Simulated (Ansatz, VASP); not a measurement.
**One calculation of Zr2Ta3O2, two programs**

```
Zr Ta O
1.0
     2.72088    1.57090    4.27020
    -2.72088    1.57090    4.27020
     0.00000   -3.14180    4.27020
Zr Ta O
2 3 2
Direct
  0.50000 0.50000 0.50000
  0.00000 0.00000 0.00000
  0.50000 0.50000 0.00000
  0.00000 0.50000 0.50000
  0.50000 0.00000 0.50000
  0.28282 0.28282 0.28282
  0.71718 0.71718 0.71718
```

Alike in both runs: task relaxation of cell and atoms; functional PBE; k mesh 4 × 4 × 4; occupations gaussian, width 0.2 eV; no spin polarisation.

|  | VASP | Ansatz |
| --- | --- | --- |
| version | VASP 6.6.1 | Ansatz 0.2.0 |
| potentials or method | VASP PAW PBE potentials, release 64 (Zr_sv, Ta_pv, O), cutoff 600 eV | scalar-relativistic, plane waves, PAW |
| valence electrons in the cell | 69 | 75 |

VASP gave:

| Item | Value |
| --- | --- |
| gap on the k mesh at the Fermi level, each at its own relaxed structure (eV) | none |
| relaxed volume (Å³/atom) | 20.90 |
| relaxed cell length with the largest relative difference (Å) | 5.835 |

What did Ansatz give for the same quantities?

gap on the k mesh at the Fermi level, each at its own relaxed structure (eV): none; relaxed volume (Å³/atom): 20.68; relaxed cell length with the largest relative difference (Å): 5.790.

A gap of «none» marks a metal or a gap that the smearing closes. VASP's potentials hold 69 valence electrons a cell and Ansatz's 75, so a difference there can come from the potentials and not from the codes.

Neither program's run includes spin-orbit coupling. Noted on VASP's run: the volume moved by over 15 % at a fixed basis, so the end points are rough.
